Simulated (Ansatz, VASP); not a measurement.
One calculation of BAs, two programs

Contents of POSCAR:

```
BAs
1.0
    0.0000000000      2.3885000000      2.3885000000
    2.3885000000      0.0000000000      2.3885000000
    2.3885000000      2.3885000000      0.0000000000
B As
1 1
Direct
    0.0000000000      0.0000000000      0.0000000000
    0.2500000000      0.2500000000      0.2500000000
```

File INCAR.step1:

```
SYSTEM = BAs
  PREC = Accurate
  ENCUT = 600
  ISMEAR = 0
  SIGMA = 0.01
  LREAL = .FALSE.
  LASPH = .TRUE.
  NELM = 60
  GGA = PE
  ALGO = Normal
  EDIFF = 1E-4
  LWAVE = .TRUE.
  LCHARG = .FALSE.
```

The input INCAR.step2:

```
SYSTEM = BAs
  PREC = Accurate
  ENCUT = 600
  EDIFF = 1E-6
  ISMEAR = 0
  SIGMA = 0.01
  LREAL = .FALSE.
  LASPH = .TRUE.
  NELM = 60
  ALGO = Normal
  ISIF = 3
  LWAVE = .FALSE.
  LCHARG = .FALSE.
  METAGGA = R2SCAN
  LMIXTAU = .TRUE.
  IBRION = 2
  NSW = 80
  EDIFFG = -0.005
  ISTART = 1
```

File KPOINTS:

```
regular mesh
0
G
  8 8 8
  0 0 0
```

Input for Ansatz:

```yaml
crystal:
  lattice:
    - [0.0, 2.3885, 2.3885]
    - [2.3885, 0.0, 2.3885]
    - [2.3885, 2.3885, 0.0]
  atoms:
    - { symbol: B, position: [0.0, 0.0, 0.0] }
    - { symbol: As, position: [0.25, 0.25, 0.25] }
kpoints:
  mp_grid:
    grid: [8, 8, 8]
hamiltonian:
  xc: r2scan
  dispersion: none
scf:
  convergence:
    dr2_threshold: 1.0e-10
  occupations:
    method: fixed
relax:
  f_tol: 0.005
  cell: {}
```

Alike in both runs: task relaxation of cell and atoms; functional r2SCAN; k mesh 8 × 8 × 8; no spin polarisation.

```csv
,VASP,Ansatz
version,VASP 6.6.1,Ansatz 0.2.0
potentials or method,"VASP PAW PBE potentials, release 64 (B, As)","plane waves, PAW"
plane-wave cutoff (eV),600,500
occupations,"gaussian, width 0.01 eV",fixed
valence electrons in the cell,8,18
```

VASP gave:

```
relaxed volume (Å³/atom)                                     : 13.71
relaxed cell length with the largest relative difference (Å) : 3.384
```

Question: Estimate Ansatz's values.

Answer: Relaxed volume (Å³/atom): 13.68; relaxed cell length with the largest relative difference (Å): 3.383.

VASP's potentials were made for PBE, not for r2SCAN. VASP's potentials hold 8 valence electrons a cell and Ansatz's 18, so a difference there can come from the potentials and not from the codes.
